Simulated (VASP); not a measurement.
# Al3O in VASP: a series of runs

The runs below take Al3O through single point, with LDA.

Everything below comes from runs of VASP 6.6.1. Logs are shortened: lines on timing, memory, paths and dates and some standing lists are left out, and cuts for length are marked.

### 1 The cell of the first run

The cell holds a slab with vacuum, 4 atoms: a = 2.817 Å, b = 2.817 Å, c = 20.032 Å, α = 90.00°, β = 90.00°, γ = 120.00°.

### 2 Single point, LDA

INCAR

```
PREC = Accurate ; ENCUT = 520
EDIFF = 1E-7 ; ISMEAR = 0
SIGMA = 0.1 ; LREAL = False
LASPH = True ; NELM = 80
ALGO = Normal ; ISIF = 2
LWAVE = False ; LCHARG = False
LDIPOL = True ; IDIPOL = 3
DIPOL = 0.5 0.5 0.352 ; GGA = CA
NBANDS = 16
```

KPOINTS

```
regular mesh
0
Gamma
  12 12 1
```

POSCAR

```
Al3O
1.0
    2.8168432364      0.0000000000      0.0000000000
   -1.4084216182      2.4394578012      0.0000000000
    0.0000000000      0.0000000000     20.0321727773
Al O
3 1
Direct
    0.6666666667      0.3333333334      0.1996787889
    0.3333333333      0.6666666666      0.3128097090
    0.0000000000      0.0000000000      0.4259234818
    0.0000000000      0.5000000000      0.4705738691
```

Potentials or basis: VASP PAW LDA potentials, release 64 (Al, O).

Started as:

```
$ cat potpaw_LDA.64/Al/POTCAR potpaw_LDA.64/O/POTCAR > POTCAR
$ mpirun -np 1 vasp_std > vasp.out
```

OUTCAR:

```text
PREC = Accurate
   ENCUT = 520
   EDIFF = 1E-7
   ISMEAR = 0
   LREAL = False
   LASPH = True
   NELM = 80
   ISIF = 2
   GGA = CA

 ion  position               nearest neighbor table
   1  0.667  0.333  0.200-   2 2.79   2 2.79   2 2.79
   2  0.333  0.667  0.313-   3 2.79   3 2.79   3 2.79   1 2.79   1 2.79   1 2.79
   3  0.000  0.000  0.426-   4 1.67   4 1.67   4 2.60   4 2.60   2 2.79   2 2.79   2 2.79
   4  0.000  0.500  0.471-   3 1.67   3 1.67   3 2.60   3 2.60

  LATTYP: Found a hexagonal cell.
 ALAT       =     2.8168432364
 C/A-ratio  =     7.1115681975

  Lattice vectors:

 A1 = (   2.8168432364,   0.0000000000,   0.0000000000)
 A2 = (  -1.4084216182,   2.4394578012,   0.0000000000)
 A3 = (   0.0000000000,   0.0000000000,  20.0321727773)

Analysis of symmetry for initial positions (statically):
=====================================================================
 Subroutine PRICEL returns:
 Original cell was already a primitive cell.

 Routine SETGRP: Setting up the symmetry group for a
 hexagonal supercell.

 Subroutine GETGRP returns: Found  2 space group operations
 (whereof  2 operations were pure point group operations)
 out of a pool of 24 trial point group operations.

The static configuration has the point symmetry C_1h.

Analysis of symmetry for dynamics (positions and initial velocities):
=====================================================================
 Subroutine PRICEL returns:
 Original cell was already a primitive cell.

 Routine SETGRP: Setting up the symmetry group for a
 hexagonal supercell.

 Subroutine GETGRP returns: Found  2 space group operations
 (whereof  2 operations were pure point group operations)
 out of a pool of 24 trial point group operations.

The dynamic configuration has the point symmetry C_1h.

 Subroutine INISYM returns: Found  2 space group operations
 (whereof  2 operations are pure point group operations),
 and found     1 'primitive' translations

----------------------------------------------------------------------------------------

                                     Primitive cell

  volume of cell :     137.6525

  direct lattice vectors                    reciprocal lattice vectors
     2.816843236  0.000000000  0.000000000     0.355007331  0.204963578  0.000000000
    -1.408421618  2.439457801  0.000000000     0.000000000  0.409927157  0.000000000
     0.000000000  0.000000000 20.032172777     0.000000000  0.000000000  0.049919697

  length of vectors
     2.816843236  2.816843236 20.032172777     0.409927157  0.409927157  0.049919697

  position of ions in fractional coordinates (direct lattice)
[... 95 lines left out ...]
   NUPDOWN=      -1.0000    fix difference up-down
   EMIN   =  10.00;   EMAX   =-10.00  energy-range for DOS
   EFERMI =   0.00;   METHOD = LEGACY
   ISMEAR =     0;   SIGMA  =   0.10  broadening in eV -4-tet -1-fermi 0-gaus
   EFERMI_NEDOS =   21; number of points for ismear=-14 and -15
   IALGO  =     38    algorithm
   IMIX   =      4    mixing-type and parameters
     AMIX     =   0.40;   BMIX     =  1.00
     AMIX_MAG =   1.60;   BMIX_MAG =  1.00
  volume/ion in A,a.u.               =      34.41       232.23
  Fermi-wavevector in a.u.,A,eV,Ry     =   0.781947  1.477665  8.319158  0.611441
  Thomas-Fermi vector in A             =   1.885569
   LORBIT       =      0    0 simple, 1 ext, 2 COOP (PROOUT), +10 PAW based schemes
   GGA     = CA    functional components
   LHFCALC =     F    Hartree Fock is set to
   AEXX    =    0.0000 exact exchange contribution
   IVDW    =     0    specifies the selected vdW correction
   LEPSILON=     F    determine dielectric tensor
   LRPA    =     F    only Hartree local field effects (RPA)
 non-spin polarized calculation
 Gauss-broadening in eV      SIGMA  =   0.10
  energy-cutoff  :      520.00
  volume of cell :      137.65
 maximum number of plane-waves:      3744
 NGX is ok and might be reduce to    24
   NGX = 11   NGY = 11   NGZ = 75

 number of electron      15.0000001 magnetization

 dipolmoment           0.000000      0.000000      0.119957 electrons x Angstroem

 Free energy of the ion-electron system (eV)
  ---------------------------------------------------
  ext. energy  EPLUGINS =         0.00000000
  ---------------------------------------------------
  free energy    TOTEN  =       -21.13732706 eV

  energy without entropy =      -21.13138076  energy(sigma->0) =      -21.13435391

 E-fermi :  -0.4449     XC(G=0):  -4.8373

 val. band max:       -0.4506482169   @ k =   0.3333   0.1667   0.0000
 cond. band min:      -0.3579780924   @ k =   0.0000   0.4167   0.0000
 fundamental gap:      0.0926701245
 Fermi energy:        -0.4449030263

 k-point     1 :       0.0000    0.0000    0.0000
  band No.  band energies     occupation
      1     -20.2974      2.00000
      2     -11.1974      2.00000
      3      -9.0245      2.00000
      4      -6.1270      2.00000
      5      -4.3328      2.00000
      6      -3.6471      2.00000
[... 433 lines left out ...]
      3      -7.2159      2.00000
      4      -5.7595      2.00000
      5      -3.9842      2.00000
      6      -3.9292      2.00000
[... 8 lines left out ...]
     15       7.2991      0.00000
     16       7.9478      0.00000

 [... further k-points ...]

------------------------ aborting loop because EDIFF is reached ----------------------------------------

 vacuum level on the upper side and lower side of the slab       (xc-potential included)         1.448        -1.646

  FORCE on cell =-STRESS in cart. coord.  units (eV):
  Direction    XX          YY          ZZ          XY          YZ          ZX
  --------------------------------------------------------------------------------------
  -------------------------------------------------------------------------------------
  Total        2.2199498      4.5897789      0.3094500     -2.0523322     -0.2954976     -0.5118169
  in kB       25.8386424     53.4217740      3.6017783    -23.8876927     -3.4393829     -5.9571859
  external PRESSURE =      27.6207316 kB  Pullay stress =       0.0000000 kB

 VOLUME and BASIS-vectors are now :
 -----------------------------------------------------------------------------
  energy-cutoff  :      520.00
  volume of cell :      137.65
      direct lattice vectors                 reciprocal lattice vectors
     2.816843236  0.000000000  0.000000000     0.355007331  0.204963578  0.000000000
    -1.408421618  2.439457801  0.000000000     0.000000000  0.409927157  0.000000000
     0.000000000  0.000000000 20.032172777     0.000000000  0.000000000  0.049919697

 POSITION                                       TOTAL-FORCE (eV/Angst)
 -----------------------------------------------------------------------------------
      1.40842      0.81315      4.00000         0.002315      0.001336      0.084110
     -0.00000      1.62631      6.26626         0.161025      0.092968     -0.250219
      0.00000      0.00000      8.53217        -0.011116     -0.006418      0.007905
     -0.70421      1.21973      9.42662        -0.152223     -0.087886      0.158204
 -----------------------------------------------------------------------------------
    total drift:                                0.000078      0.000045      0.000845

  FREE ENERGIE OF THE ION-ELECTRON SYSTEM (eV)
  ---------------------------------------------------
  free  energy   TOTEN  =       -21.1373270640 eV

  energy  without entropy=      -21.1313807645  energy(sigma->0) =      -21.13435391

 vacuum level on the upper side and lower side of the slab         6.531         3.363
```

OSZICAR:

```text
N       E                     dE             d eps       ncg     rms          rms(c)
DAV:   1     0.744732194508E+02    0.74473E+02   -0.51319E+03  1376   0.676E+02
DAV:   2    -0.140330923648E+02   -0.88506E+02   -0.78773E+02  1856   0.153E+02
DAV:   3    -0.237222278900E+02   -0.96891E+01   -0.95934E+01  1968   0.549E+01
[... 16 lines left out ...]
DAV:  20    -0.211373138032E+02   -0.21468E-04   -0.14038E-06  1816   0.617E-03    0.130E-03
DAV:  21    -0.211373249338E+02   -0.11131E-04   -0.88316E-07  1680   0.463E-03    0.472E-04
DAV:  22    -0.211373262880E+02   -0.13542E-05   -0.82387E-08  1672   0.145E-03    0.202E-04
DAV:  23    -0.211373269715E+02   -0.68347E-06   -0.21416E-08  1544   0.723E-04    0.180E-04
DAV:  24    -0.211373270716E+02   -0.10012E-06   -0.60920E-09  1672   0.495E-04    0.981E-05
DAV:  25    -0.211373270640E+02    0.75473E-08   -0.68855E-09  1440   0.397E-04
   1 F= -.21137327E+02 E0= -.21134354E+02  d E =-.594630E-02
```

Wall time 2.7 min (1 thread of AMD EPYC 7R13 (Zen 3), shared host); peak memory 0.23 GiB.

Results:

| Property | Result |
| --- | --- |
| Free energy | -21.1373 eV |
| Largest force | 0.312 eV/Å |
| Band gap on the k mesh | zero (an odd number of electrons rules out a gap without spin polarisation) |

Forces in eV/Å, atoms in the order of the input:
```
Al   0.002  0.001  0.084
Al   0.161  0.093 -0.250
Al  -0.011 -0.006  0.008
O   -0.152 -0.088  0.158
```

Levels at points of the mesh, in eV from the Fermi level:
```tsv
k point	band 3	band 4	band 5	band 6	band 7	band 8	band 9	band 10	band 11	band 12
(0.00, 0.00, 0.00)	-8.58	-5.68	-3.89	-3.20	-1.98	0.27	3.14	4.61	6.00	7.04
(0.50, 0.00, 0.00)	-5.09	-4.64	-4.53	-3.96	-2.12	-1.77	1.05	1.85	4.93	6.25
(0.00, 0.50, 0.00)	-5.06	-4.68	-4.02	-3.36	-2.33	-1.41	1.30	1.43	4.79	5.48
```

(Continued in part 2 of 2.)

The gap in the log of VASP goes by the Fermi energy; the results here count the filled bands.